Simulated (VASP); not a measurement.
Here is a VASP 6.6.1 calculation.

Contents of INCAR:

```
PREC     = Accurate       # precision mode
ENCUT    = 520            # plane-wave cutoff, eV
EDIFF    = 1E-6           # SCF threshold, eV
ISMEAR   = 0              # smearing method
SIGMA    = 0.1            # smearing width, eV
LREAL    = False          # projectors in reciprocal space
LASPH    = True           # aspherical terms in the spheres
NELM     = 80             # most SCF steps
ALGO     = Normal         # electronic algorithm
ISIF     = 2              # what is computed and relaxed
LWAVE    = False          # write WAVECAR
LCHARG   = False          # write CHGCAR
GGA      = PE             # functional
NBANDS   = 28             # bands
```

The input KPOINTS:

```
Automatic mesh
0
Gamma
  6 6 6
```

Contents of POSCAR:

```
Ga2As3
1.0
    1.9324974754      1.1157279376      7.9404120641
   -1.9324974754      1.1157279376      7.9404120641
    0.0000000000     -2.2314558753      7.9404120641
Ga As
2 3
Direct
    0.3929386037      0.3929386037      0.3929386037
    0.6070613963      0.6070613963      0.6070613963
    0.0000000000      0.0000000000      0.0000000000
    0.1955024711      0.1955024711      0.1955024711
    0.8044975289      0.8044975289      0.8044975289
```

Potentials or basis: VASP PAW PBE potentials, release 64 (Ga_d, As).

Command:

```console
$ cat potpaw_PBE.64/Ga_d/POTCAR potpaw_PBE.64/As/POTCAR > POTCAR
$ mpirun -np 1 vasp_std > vasp.out
```

(1) Predict the largest force.

(2) Estimate the pressure.

(3) What does it give for the band gap on the k mesh?

Results:

(1) 0.024 eV/Å.

(2) 0.2 GPa.

(3) zero (an odd number of electrons rules out a gap without spin polarisation).

Caveat: an odd number of electrons without spin polarisation forces a metal; a magnetic or distorted state may lie lower.
